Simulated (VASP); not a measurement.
# TiRh3 (Pm-3m) in VASP: notebook

TiRh3 is run at these levels: LDA; tasks: electric field gradients.

Everything below comes from runs of VASP 6.6.1. Logs are shortened: lines on timing, memory, paths and dates and some standing lists are left out, and cuts for length are marked.

### Step 1. The cell of the first run

Symmetry: Pm-3m, No. 221, cubic system. Conventional cell: a = 3.872 Å, b = 3.872 Å, c = 3.872 Å, α = 90.00°, β = 90.00°, γ = 90.00°. Ti (site symmetry m-3m) has 12 Rh at 2.74 Å within 3.6 Å. Within 3.6 Å of Rh (site symmetry 4/mmm) lie 4 Ti at 2.74 Å and 8 Rh at 2.74 Å.

### Step 2. Electric field gradients, LDA (14.52 Å³/atom)

File INCAR:

```
SYSTEM = TiRh3
PREC = Accurate
ENCUT = 520
EDIFF = 1E-8
ISMEAR = -1
SIGMA = 0.03
LREAL = .False.
LASPH = .True.
NELM = 60
ALGO = Normal
ISIF = 2
LWAVE = .False.
LCHARG = .False.
GGA = CA
LEFG = .True.
NBANDS = 36
```

File KPOINTS:

```
Automatic mesh
0
Gamma
  10 10 10
  0 0 0
```

File POSCAR:

```
TiRh3
1.0
    3.8722952414      0.0000000000      0.0000000000
    0.0000000000      3.8722952414      0.0000000000
    0.0000000000      0.0000000000      3.8722952414
Ti Rh
1 3
Direct
    0.0000000000      0.0000000000      0.0000000000
    0.0000000000      0.5000000000      0.5000000000
    0.5000000000      0.0000000000      0.5000000000
    0.5000000000      0.5000000000      0.0000000000
```

Potentials or basis: VASP PAW LDA potentials, release 64 (Ti_sv, Rh_pv).

On the command line:

```
cat potpaw_LDA.64/Ti_sv/POTCAR potpaw_LDA.64/Rh_pv/POTCAR > POTCAR
mpirun -np 1 vasp_std > vasp.out
```

OUTCAR:

```text
SYSTEM = TiRh3
   PREC = Accurate
   ENCUT = 520
   EDIFF = 1E-8
   ISMEAR = -1
   LREAL = .False.
   LASPH = .True.
   NELM = 60
   ISIF = 2
   GGA = CA

 ion  position               nearest neighbor table
   1  0.000  0.000  0.000-   2 2.74   3 2.74   4 2.74   2 2.74   3 2.74   2 2.74   4 2.74   2 2.74
                             3 2.74   4 2.74   3 2.74   4 2.74
   2  0.000  0.500  0.500-   1 2.74   3 2.74   4 2.74   1 2.74   4 2.74   1 2.74   3 2.74   1 2.74
                             3 2.74   4 2.74   4 2.74   3 2.74
   3  0.500  0.000  0.500-   1 2.74   2 2.74   4 2.74   1 2.74   4 2.74   2 2.74   4 2.74   4 2.74
                             1 2.74   2 2.74   1 2.74   2 2.74
   4  0.500  0.500  0.000-   1 2.74   2 2.74   3 2.74   2 2.74   3 2.74   1 2.74   3 2.74   3 2.74
                             1 2.74   2 2.74   2 2.74   1 2.74

  LATTYP: Found a simple cubic cell.
 ALAT       =     3.8722952414

  Lattice vectors:

 A1 = (   3.8722952414,   0.0000000000,   0.0000000000)
 A2 = (   0.0000000000,   3.8722952414,   0.0000000000)
 A3 = (   0.0000000000,   0.0000000000,   3.8722952414)

Analysis of symmetry for initial positions (statically):
=====================================================================
 Subroutine PRICEL returns:
 Original cell was already a primitive cell.

 Routine SETGRP: Setting up the symmetry group for a
 simple cubic supercell.

 Subroutine GETGRP returns: Found 48 space group operations
 (whereof 48 operations were pure point group operations)
 out of a pool of 48 trial point group operations.

The static configuration has the point symmetry O_h .

Analysis of symmetry for dynamics (positions and initial velocities):
=====================================================================
 Subroutine PRICEL returns:
 Original cell was already a primitive cell.

 Routine SETGRP: Setting up the symmetry group for a
 simple cubic supercell.

 Subroutine GETGRP returns: Found 48 space group operations
 (whereof 48 operations were pure point group operations)
 out of a pool of 48 trial point group operations.

The dynamic configuration has the point symmetry O_h .

 Subroutine INISYM returns: Found 48 space group operations
 (whereof 48 operations are pure point group operations),
 and found     1 'primitive' translations

----------------------------------------------------------------------------------------

                                     Primitive cell

  volume of cell :      58.0638

  direct lattice vectors                    reciprocal lattice vectors
     3.872295241  0.000000000  0.000000000     0.258244772  0.000000000  0.000000000
     0.000000000  3.872295241  0.000000000     0.000000000  0.258244772  0.000000000
     0.000000000  0.000000000  3.872295241     0.000000000  0.000000000  0.258244772

  length of vectors
     3.872295241  3.872295241  3.872295241     0.258244772  0.258244772  0.258244772

  position of ions in fractional coordinates (direct lattice)
     0.000000000  0.000000000  0.000000000
     0.000000000  0.500000000  0.500000000
     0.500000000  0.000000000  0.500000000
     0.500000000  0.500000000  0.000000000

  ion indices of the primitive-cell ions
   primitive index   ion index
                 1           1
                 2           2
                 3           3
                 4           4

----------------------------------------------------------------------------------------

 KPOINTS: Automatic mesh

Automatic generation of k-mesh.
 Grid dimensions read from file:
 generate k-points for:   10   10   10

 Generating k-lattice:

  Cartesian coordinates                     Fractional coordinates (reciprocal lattice)
     0.025824477  0.000000000  0.000000000     0.100000000  0.000000000  0.000000000
[... 45 lines left out ...]
   dimension x,y,z NGXF=    60 NGYF=   60 NGZF=   60
   ions per type =               1   3
   NGX,Y,Z   is equivalent  to a cutoff of  12.88, 12.88, 12.88 a.u.
   NGXF,Y,Z  is equivalent  to a cutoff of  25.76, 25.76, 25.76 a.u.
 SYSTEM =  TiRh3
   PREC   = accura    normal or accurate (medium, high low for compatibility)
   ISTART =      0    job   : 0-new  1-cont  2-samecut
   ICHARG =      2    charge: 1-file 2-atom 10-const
   ISPIN  =      1    spin polarized calculation?
   LNONCOLLINEAR =      F non collinear calculations
   LSORBIT =      F    spin-orbit coupling
   LASPH  =      T    aspherical Exc in radial PAW
   ENCUT  =  520.0 eV  38.22 Ry    6.18 a.u.   7.20  7.20  7.20*2*pi/ulx,y,z
   NELM   =     60;   NELMIN=  2; NELMDL= -5     # of ELM steps
   EDIFF  = 0.1E-07   stopping-criterion for ELM
   LREAL  =      F    real-space projection
   EDIFFG = 0.1E-06   stopping-criterion for IOM
   NSW    =      0    number of steps for IOM
   IBRION =     -1    ionic relax: 0-MD 1-quasi-New 2-CG
   NFREE  =      0    steps in history (QN), initial steepest desc. (CG)
   ISIF   =      2    stress and relaxation
   ISYM   =      2    0-nonsym 1-usesym 2-fastsym
   POTIM  = 0.5000    time-step for ionic-motion
   TEBEG  =    0.0;   TEEND  =   0.0 temperature during run
   PSTRESS=    0.0 pullay stress
   NELECT =      57.0000    total number of electrons
   NUPDOWN=      -1.0000    fix difference up-down
   EMIN   =  10.00;   EMAX   =-10.00  energy-range for DOS
   EFERMI =   0.00;   METHOD = LEGACY
   ISMEAR =    -1;   SIGMA  =   0.03  broadening in eV -4-tet -1-fermi 0-gaus
   EFERMI_NEDOS =   21; number of points for ismear=-14 and -15
   IALGO  =     38    algorithm
   IMIX   =      4    mixing-type and parameters
     AMIX     =   0.40;   BMIX     =  1.00
     AMIX_MAG =   1.60;   BMIX_MAG =  1.00
  volume/ion in A,a.u.               =      14.52        97.96
  Fermi-wavevector in a.u.,A,eV,Ry     =   1.627039  3.074658 36.018107  2.647256
  Thomas-Fermi vector in A             =   2.719900
   LORBIT       =      0    0 simple, 1 ext, 2 COOP (PROOUT), +10 PAW based schemes
   GGA     = CA    functional components
   LHFCALC =     F    Hartree Fock is set to
   AEXX    =    0.0000 exact exchange contribution
   IVDW    =     0    specifies the selected vdW correction
   LEPSILON=     F    determine dielectric tensor
   LRPA    =     F    only Hartree local field effects (RPA)
 non-spin polarized calculation
  energy-cutoff  :      520.00
  volume of cell :       58.06
 maximum number of plane-waves:      1596
 NGX is ok and might be reduce to    30
   NGX = 15   NGY = 15   NGZ = 15

 number of electron      57.0000041 magnetization

 Free energy of the ion-electron system (eV)
  ---------------------------------------------------
  ext. energy  EPLUGINS =         0.00000000
  ---------------------------------------------------
  free energy    TOTEN  =       -36.96139979 eV

  energy without entropy =      -36.94903929  energy(sigma->0) =      -36.95521954

 E-fermi :  10.3653     XC(G=0): -13.6736

 val. band max:       10.3608836600   @ k =   0.4000   0.2000   0.0000
 cond. band min:      10.3745770683   @ k =   0.3000   0.1000   0.0000
 fundamental gap:      0.0136934083
 Fermi energy:        10.3653321583

 k-point     1 :       0.0000    0.0000    0.0000
  band No.  band energies     occupation
      1     -45.9536      2.00000
      2     -35.8176      2.00000
      3     -35.8176      2.00000
      4     -35.8176      2.00000
      5     -35.5653      2.00000
      6     -35.5653      2.00000
[... 925 lines left out ...]
     35      13.2407      0.00000
     36      16.9400      0.00000

 [... further k-points ...]

------------------------ aborting loop because EDIFF is reached ----------------------------------------

  FORCE on cell =-STRESS in cart. coord.  units (eV):
  Direction    XX          YY          ZZ          XY          YZ          ZX
  --------------------------------------------------------------------------------------
  -------------------------------------------------------------------------------------
  Total       -6.4468940     -6.4468940     -6.4468940      0.0000000      0.0000000     -0.0000000
  in kB     -177.8917162   -177.8917162   -177.8917162      0.0000000      0.0000000     -0.0000000
  external PRESSURE =    -177.8917162 kB  Pullay stress =       0.0000000 kB

 VOLUME and BASIS-vectors are now :
 -----------------------------------------------------------------------------
  energy-cutoff  :      520.00
  volume of cell :       58.06
      direct lattice vectors                 reciprocal lattice vectors
     3.872295241  0.000000000  0.000000000     0.258244772  0.000000000  0.000000000
     0.000000000  3.872295241  0.000000000     0.000000000  0.258244772  0.000000000
     0.000000000  0.000000000  3.872295241     0.000000000  0.000000000  0.258244772

 POSITION                                       TOTAL-FORCE (eV/Angst)
 -----------------------------------------------------------------------------------
      0.00000      0.00000      0.00000         0.000000      0.000000      0.000000
      0.00000      1.93615      1.93615         0.000000      0.000000      0.000000
      1.93615      0.00000      1.93615         0.000000      0.000000      0.000000
      1.93615      1.93615      0.00000         0.000000      0.000000      0.000000
 -----------------------------------------------------------------------------------
    total drift:                                0.000000      0.000000     -0.000000

  FREE ENERGIE OF THE ION-ELECTRON SYSTEM (eV)
  ---------------------------------------------------
  free  energy   TOTEN  =       -36.9613997868 eV

  energy  without entropy=      -36.9490392935  energy(sigma->0) =      -36.95521954

 Electric field gradients (V/A^2)
---------------------------------------------------------------------
 ion       V_xx      V_yy      V_zz      V_xy      V_xz      V_yz
---------------------------------------------------------------------
   1      -0.000    -0.000    -0.000     0.000    -0.000     0.000
   2     -28.754    14.377    14.377     0.000    -0.000     0.000
   3      14.377   -28.754    14.377     0.000     0.000     0.000
   4      14.377    14.377   -28.754    -0.000    -0.000    -0.000
---------------------------------------------------------------------

 Electric field gradients after diagonalization (V/A^2)
 (convention: |V_zz| > |V_xx| > |V_yy|)
----------------------------------------------------------------------
 ion       V_xx      V_yy      V_zz     asymmetry (V_yy - V_xx)/ V_zz
----------------------------------------------------------------------
   1      -0.000    -0.000    -0.000      -0.125
   2      14.377    14.377   -28.754       0.000
   3      14.377    14.377   -28.754       0.000
   4      14.377    14.377   -28.754       0.000
----------------------------------------------------------------------

           NMR quadrupolar parameters

 Cq : quadrupolar parameter    Cq=e*Q*V_zz/h
 eta: asymmetry parameters     (V_yy - V_xx)/ V_zz
 Q  : nuclear electric quadrupole moment in mb (millibarn)
----------------------------------------------------------------------
 ion       Cq(MHz)       eta       Q (mb)
----------------------------------------------------------------------
   1      -0.000      -0.125       1.000
   2      -0.070       0.000       1.000
   3      -0.070       0.000       1.000
   4      -0.070       0.000       1.000
----------------------------------------------------------------------
```

Run time: 2.1 min. Hardware: 1 thread of Intel Xeon Platinum 8259CL at 2.50GHz (Skylake/Cascade Lake), shared host; peak memory 0.22 GiB.

Results:

```
Free energy                             : -36.9614 eV
Pressure                                : -17.8 GPa
Band gap on the k mesh                  : zero (an odd number of electrons rules out a gap without spin polarisation)
Largest electric field gradient by atom : Ti -0.0; Rh -28.8 V/Å²
```

Electric field gradients, principal values (V/Å²):
| atom | least | middle | greatest (by size) |
| --- | --- | --- | --- |
| 1 Ti | 0.000 | 0.000 | 0.000 |
| 2 Rh | 14.377 | 14.377 | -28.754 |
| 3 Rh | 14.377 | 14.377 | -28.754 |
| 4 Rh | 14.377 | 14.377 | -28.754 |

Caveat: the cell stands under tension; without QUAD_EFG the Cq values of the log hold for a quadrupole moment of 1 mb, not for the nuclei.

(Part 1 of 2 ends here.)
